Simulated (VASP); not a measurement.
# TiO2 (P4_2/mnm) in VASP: notebook

TiO2 is run at these levels: r2SCAN; tasks: single point.

All numbers are computed with VASP 6.6.1; they aren't measurements. Logs are shortened: lines on timing, memory, paths and dates and some standing lists are left out, and cuts for length are marked.

### 1 The cell of the first run

The structure is tetragonal, space group P4_2/mnm (No. 136). Conventional cell: a = 4.494 Å, b = 4.494 Å, c = 2.920 Å, α = 90.00°, β = 90.00°, γ = 90.00°. Ti (site symmetry mmm) has 6 O at 1.92 to 1.93 Å within 2.6 Å. O (site symmetry m2m) has 3 Ti at 1.92 to 1.93 Å and 1 O at 2.50 Å within 2.6 Å.

### 2 Single point, r2SCAN

The input, POSCAR:

```
TiO2
1.0
    4.4938335676      0.0000000000      0.0000000000
    0.0000000000      4.4938335676      0.0000000000
    0.0000000000      0.0000000000      2.9200965654
Ti O
2 4
Direct
    0.0000000000      0.0000000000      0.0000000000
    0.5000000000      0.5000000000      0.5000000000
    0.3029773902      0.3029773902      0.0000000000
    0.1970226098      0.8029773902      0.5000000000
    0.6970226098      0.6970226098      0.0000000000
    0.8029773902      0.1970226098      0.5000000000
```

The input, INCAR.step1:

```
  PREC = Accurate
  ENCUT = 520
  ISMEAR = 0
  SIGMA = 0.01
  LREAL = False
  LASPH = True
  NELM = 80
  NBANDS = 33
  GGA = PE
  ALGO = Normal
  EDIFF = 1E-4
  LWAVE = True
  LCHARG = False
```

The input, INCAR.step2:

```
  PREC = Accurate
  ENCUT = 520
  EDIFF = 1E-6
  ISMEAR = 0
  SIGMA = 0.01
  LREAL = False
  LASPH = True
  NELM = 80
  ALGO = Normal
  ISIF = 2
  LWAVE = False
  LCHARG = False
  METAGGA = R2SCAN
  LMIXTAU = True
  NBANDS = 33
  ISTART = 1
```

The input, KPOINTS:

```
Automatic mesh
0
Gamma
  4 4 6
```

Potentials or basis: VASP PAW PBE potentials, release 64 (Ti_sv, O).

Run with:

```console
cat potpaw_PBE.64/Ti_sv/POTCAR potpaw_PBE.64/O/POTCAR > POTCAR
cp INCAR.step1 INCAR
mpirun -np 1 vasp_std > vasp.out
cp INCAR.step2 INCAR
mpirun -np 1 vasp_std > vasp.out
```

OUTCAR:

```text
PREC = Accurate
   ENCUT = 520
   EDIFF = 1E-6
   ISMEAR = 0
   LREAL = False
   LASPH = True
   NELM = 80
   ISIF = 2
   METAGGA = R2SCAN
   ISTART = 1

 ion  position               nearest neighbor table
   1  0.000  0.000  0.000-   4 1.92   6 1.92   4 1.92   6 1.92   5 1.93   3 1.93
   2  0.500  0.500  0.500-   3 1.92   5 1.92   3 1.92   5 1.92   4 1.93   6 1.93
   3  0.303  0.303  0.000-   2 1.92   2 1.92   1 1.93
   4  0.197  0.803  0.500-   1 1.92   1 1.92   2 1.93
   5  0.697  0.697  0.000-   2 1.92   2 1.92   1 1.93
   6  0.803  0.197  0.500-   1 1.92   1 1.92   2 1.93

  LATTYP: Found a simple tetragonal cell.
 ALAT       =     4.4938335676
 C/A-ratio  =     0.6498007818

  Lattice vectors:

 A1 = (   4.4938335676,   0.0000000000,   0.0000000000)
 A2 = (   0.0000000000,   4.4938335676,   0.0000000000)
 A3 = (   0.0000000000,   0.0000000000,   2.9200965654)

Analysis of symmetry for initial positions (statically):
=====================================================================
 Subroutine PRICEL returns:
 Original cell was already a primitive cell.

 Routine SETGRP: Setting up the symmetry group for a
 simple tetragonal supercell.

 Subroutine GETGRP returns: Found 16 space group operations
 (whereof  8 operations were pure point group operations)
 out of a pool of 16 trial point group operations.

The static configuration has the point symmetry D_2h.
 The point group associated with its full space group is D_4h.

Analysis of symmetry for dynamics (positions and initial velocities):
=====================================================================
 Subroutine PRICEL returns:
 Original cell was already a primitive cell.

 Routine SETGRP: Setting up the symmetry group for a
 simple tetragonal supercell.

 Subroutine GETGRP returns: Found 16 space group operations
 (whereof  8 operations were pure point group operations)
 out of a pool of 16 trial point group operations.

The dynamic configuration has the point symmetry D_2h.
 The point group associated with its full space group is D_4h.

 Subroutine INISYM returns: Found 16 space group operations
 (whereof  8 operations are pure point group operations),
 and found     1 'primitive' translations

----------------------------------------------------------------------------------------

                                     Primitive cell
[... 98 lines left out ...]
   EDIFF  = 0.1E-05   stopping-criterion for ELM
   LREAL  =      F    real-space projection
   EDIFFG = 0.1E-04   stopping-criterion for IOM
   NSW    =      0    number of steps for IOM
   IBRION =     -1    ionic relax: 0-MD 1-quasi-New 2-CG
   NFREE  =      0    steps in history (QN), initial steepest desc. (CG)
   ISIF   =      2    stress and relaxation
   ISYM   =      2    0-nonsym 1-usesym 2-fastsym
   POTIM  = 0.5000    time-step for ionic-motion
   TEBEG  =    0.0;   TEEND  =   0.0 temperature during run
   PSTRESS=    0.0 pullay stress
   NELECT =      48.0000    total number of electrons
   NUPDOWN=      -1.0000    fix difference up-down
   EMIN   =  10.00;   EMAX   =-10.00  energy-range for DOS
   EFERMI =   0.00;   METHOD = LEGACY
   ISMEAR =     0;   SIGMA  =   0.01  broadening in eV -4-tet -1-fermi 0-gaus
   EFERMI_NEDOS =   21; number of points for ismear=-14 and -15
   IALGO  =     38    algorithm
   IMIX   =      4    mixing-type and parameters
     AMIX     =   0.40;   BMIX     =  1.00
     AMIX_MAG =   1.60;   BMIX_MAG =  1.00
  volume/ion in A,a.u.               =       9.83        66.32
  Fermi-wavevector in a.u.,A,eV,Ry     =   1.528545  2.888531 31.789323  2.336449
  Thomas-Fermi vector in A             =   2.636289
   LORBIT       =      0    0 simple, 1 ext, 2 COOP (PROOUT), +10 PAW based schemes
   METAGGA = R2SCAN    functional components
   LHFCALC =     F    Hartree Fock is set to
   AEXX    =    0.0000 exact exchange contribution
   IVDW    =     0    specifies the selected vdW correction
   LEPSILON=     F    determine dielectric tensor
   LRPA    =     F    only Hartree local field effects (RPA)
 non-spin polarized calculation
 Gauss-broadening in eV      SIGMA  =   0.01
  energy-cutoff  :      520.00
  volume of cell :       58.97
 maximum number of plane-waves:      1620
 NGX is ok and might be reduce to    36
   NGX = 17   NGY = 17   NGZ = 11

 number of electron      47.9999984 magnetization

 Free energy of the ion-electron system (eV)
  ---------------------------------------------------
  ext. energy  EPLUGINS =         0.00000000
  ---------------------------------------------------
  free energy    TOTEN  =       -69.60838721 eV

  energy without entropy =      -69.60838721  energy(sigma->0) =      -69.60838721

 E-fermi :   5.3514     XC(G=0): -12.4933

 val. band max:        5.2071323761   @ k =   0.0000   0.0000   0.0000
 cond. band min:       7.5136455858   @ k =   0.0000   0.0000   0.0000
 fundamental gap:      2.3065132097
 Fermi energy:         5.3514123632

 k-point     1 :       0.0000    0.0000    0.0000
  band No.  band energies     occupation
      1     -53.7885      2.00000
      2     -53.7636      2.00000
      3     -29.1237      2.00000
      4     -29.1237      2.00000
      5     -28.8985      2.00000
      6     -28.8985      2.00000
[... 853 lines left out ...]
     32      11.9248      0.00000
     33      12.0137      0.00000

------------------------ aborting loop because EDIFF is reached ----------------------------------------

  FORCE on cell =-STRESS in cart. coord.  units (eV):
  Direction    XX          YY          ZZ          XY          YZ          ZX
  --------------------------------------------------------------------------------------
  -------------------------------------------------------------------------------------
  Total        6.0015497      6.0015497      6.2361077     -0.0000000      0.0000000      0.0000000
  in kB      163.0582626    163.0582626    169.4310513     -0.0000000      0.0000000      0.0000000
  external PRESSURE =     165.1825255 kB  Pullay stress =       0.0000000 kB

 VOLUME and BASIS-vectors are now :
 -----------------------------------------------------------------------------
  energy-cutoff  :      520.00
  volume of cell :       58.97
      direct lattice vectors                 reciprocal lattice vectors
     4.493833568  0.000000000  0.000000000     0.222527155  0.000000000  0.000000000
     0.000000000  4.493833568  0.000000000     0.000000000  0.222527155  0.000000000
     0.000000000  0.000000000  2.920096565     0.000000000  0.000000000  0.342454428

 POSITION                                       TOTAL-FORCE (eV/Angst)
 -----------------------------------------------------------------------------------
      0.00000      0.00000      0.00000         0.000000     -0.000000     -0.000000
      2.24692      2.24692      1.46005         0.000000     -0.000000     -0.000000
      1.36153      1.36153      0.00000        -0.017729     -0.017729      0.000000
      0.88539      3.60845      1.46005         0.017729     -0.017729      0.000000
      3.13230      3.13230      0.00000         0.017729      0.017729     -0.000000
      3.60845      0.88539      1.46005        -0.017729      0.017729     -0.000000
 -----------------------------------------------------------------------------------
    total drift:                                0.000000      0.000000      0.000000

  FREE ENERGIE OF THE ION-ELECTRON SYSTEM (eV)
  ---------------------------------------------------
  free  energy   TOTEN  =       -69.6083872127 eV

  energy  without entropy=      -69.6083872127  energy(sigma->0) =      -69.60838721
```

OSZICAR.step1:

```text
N       E                     dE             d eps       ncg     rms          rms(c)
DAV:   1     0.661617774587E+03    0.66162E+03   -0.24202E+04  1584   0.174E+03
DAV:   2     0.244438268937E+02   -0.63717E+03   -0.58446E+03  1771   0.522E+02
DAV:   3    -0.652525432751E+02   -0.89696E+02   -0.87951E+02  2151   0.190E+02
DAV:   4    -0.702422848536E+02   -0.49897E+01   -0.49778E+01  2312   0.418E+01
DAV:   5    -0.704060652528E+02   -0.16378E+00   -0.16376E+00  2159   0.616E+00    0.335E+01
DAV:   6    -0.534278626154E+02    0.16978E+02   -0.71102E+01  2095   0.907E+01    0.104E+01
DAV:   7    -0.535186431018E+02   -0.90780E-01   -0.11599E+01  1949   0.303E+01    0.987E+00
DAV:   8    -0.533655696038E+02    0.15307E+00   -0.49203E-01  2047   0.681E+00    0.626E+00
DAV:   9    -0.534215706593E+02   -0.56001E-01   -0.63352E-01  2003   0.882E+00    0.252E+00
DAV:  10    -0.533689194108E+02    0.52651E-01   -0.20818E-01  1973   0.538E+00    0.881E-01
DAV:  11    -0.533628371977E+02    0.60822E-02   -0.21829E-02  2172   0.111E+00    0.161E-01
DAV:  12    -0.533628074323E+02    0.29765E-04   -0.11597E-03  2082   0.237E-01    0.871E-02
DAV:  13    -0.533626719337E+02    0.13550E-03   -0.33205E-04  1722   0.239E-01    0.106E-02
DAV:  14    -0.533626747375E+02   -0.28038E-05   -0.27687E-05  1034   0.384E-02
   1 F= -.53362675E+02 E0= -.53362675E+02  d E =-.188149E-31
```

It took 4.4 min on 1 thread of Intel Xeon 8259CL, shared host; peak memory 0.2 GiB.

Results:

| Property | Result |
| --- | --- |
| Free energy | -69.6084 eV |
| Pressure | 16.5 GPa |
| Largest force | 0.025 eV/Å |
| Band gap on the k mesh | 2.31 eV |

Forces in eV/Å, atoms in the order of the input:
```
Ti   0.000  0.000  0.000
Ti   0.000  0.000  0.000
O   -0.018 -0.018  0.000
O    0.018 -0.018  0.000
O    0.018  0.018  0.000
O   -0.018  0.018  0.000
```

Stress tensor (GPa, compression positive):
```
16.31  0.00  0.00
 0.00 16.31  0.00
 0.00  0.00 16.94
```

Levels at points of the mesh, in eV from the valence-band top:
```tsv
k point	band 21	band 22	band 23	band 24	band 25	band 26	band 27	band 28
(0.00, 0.00, 0.00)	-0.82	-0.53	-0.53	0.00	2.31	2.64	2.87	3.00
(0.50, 0.00, 0.00)	-1.87	-1.87	-0.84	-0.84	3.06	3.06	3.64	3.64
(0.50, 0.50, 0.00)	-1.49	-1.49	-1.19	-1.19	2.35	2.35	3.03	3.03
(0.00, 0.00, 0.50)	-2.72	-2.72	-1.53	-1.53	3.58	3.58	3.75	3.75
(0.50, 0.00, 0.50)	-2.20	-2.20	-1.21	-1.21	2.39	2.39	3.78	3.78
(0.50, 0.50, 0.50)	-1.49	-1.49	-0.72	-0.72	3.15	3.15	3.78	3.78
```

Caveat: the cell stands under pressure; the PAW data sets were made with another functional, which shifts forces and pressure a little.

(Continued in part 2 of 2.)
